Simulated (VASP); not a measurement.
A run of VASP 6.6.1 is set up as follows.

The input INCAR:

```
SYSTEM = LiF
PREC     = Accurate       ! precision mode
ENCUT    = 520            ! plane-wave cutoff, eV
EDIFF    = 1E-6           ! SCF threshold, eV
ISMEAR   = 0              ! smearing method
SIGMA    = 0.05           ! smearing width, eV
LREAL    = .False.        ! projectors in reciprocal space
LASPH    = .True.         ! aspherical terms in the spheres
NELM     = 60             ! most SCF steps
ALGO     = Normal         ! electronic algorithm
ISIF     = 2              ! what is computed and relaxed
LWAVE    = .False.        ! write WAVECAR
LCHARG   = .True.         ! write CHGCAR
GGA      = CA             ! functional
LELF     = .True.         ! ELF
LVHAR    = .True.       
NBANDS   = 18             ! bands
```

The input KPOINTS:

```
Automatic mesh
0
Gamma
  9 9 6
  0 0 0
```

The input POSCAR:

```
LiF
1.0
    2.9167608750      0.0000000000      0.0000000000
   -1.4583804375      2.5259890145      0.0000000000
    0.0000000000      0.0000000000      4.7064853480
Li F
2 2
Direct
    0.3333333333      0.6666666667      0.3839784076
    0.6666666667      0.3333333333      0.8839784076
    0.3333333333      0.6666666667      0.9910195924
    0.6666666667      0.3333333333      0.4910195924
```

Potentials or basis: VASP PAW LDA potentials, release 64 (Li_sv, F).

Command:

```sh
$ cat potpaw_LDA.64/Li_sv/POTCAR potpaw_LDA.64/F/POTCAR > POTCAR
$ mpirun -np 1 vasp_std > vasp.out
```

Question: Estimate the largest force.

Answer: 0.246 eV/Å.

Question: Estimate the band gap on the k mesh.

Answer: 8.26 eV.

Forces in eV/Å, atoms in the order of the input:
```
Li   0.000  0.000 -0.246
Li   0.000  0.000 -0.246
F    0.000  0.000  0.246
F    0.000  0.000  0.246
```

Caveat: an odd mesh through Γ misses points on the zone boundary, where band edges can lie.
